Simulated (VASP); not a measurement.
Crystal: Al3Se.

```
Al Se
1.0
     4.32552    0.00000    0.00000
     0.00000    4.32552    0.00000
     0.00000    0.00000    4.32552
Al Se
3 1
Direct
  0.00000 0.50000 0.50000
  0.50000 0.00000 0.50000
  0.50000 0.50000 0.00000
  0.00000 0.00000 0.00000
```

This cell differs from its parent crystal: Ga replaced by Al, lengths x 0.996, strained.

Base run:

| Item | Value |
| --- | --- |
| Program | VASP 6.6.1 |
| Functional | PBEsol |
| Potentials or basis | VASP PAW PBE potentials, release 64 (Al, Se) |
| Cutoff | 500 eV |
| k mesh | 10 × 10 × 10 |
| Occupations | gaussian, width 0.1 eV |
| Spin | no spin polarisation |

Its results: band gap on the k mesh zero (an odd number of electrons rules out a gap without spin polarisation); pressure -4.4 GPa.

The run is repeated on the same cell with these changes: k mesh from 10 × 10 × 10 to 4 × 4 × 4. What comes out?

Band gap on the k mesh zero (an odd number of electrons rules out a gap without spin polarisation); pressure -4.0 GPa.

Caveats: some runs use coarse meshes; the PAW data sets were made with another functional, which shifts forces and pressure a little; the cell stands under tension (at least some runs).
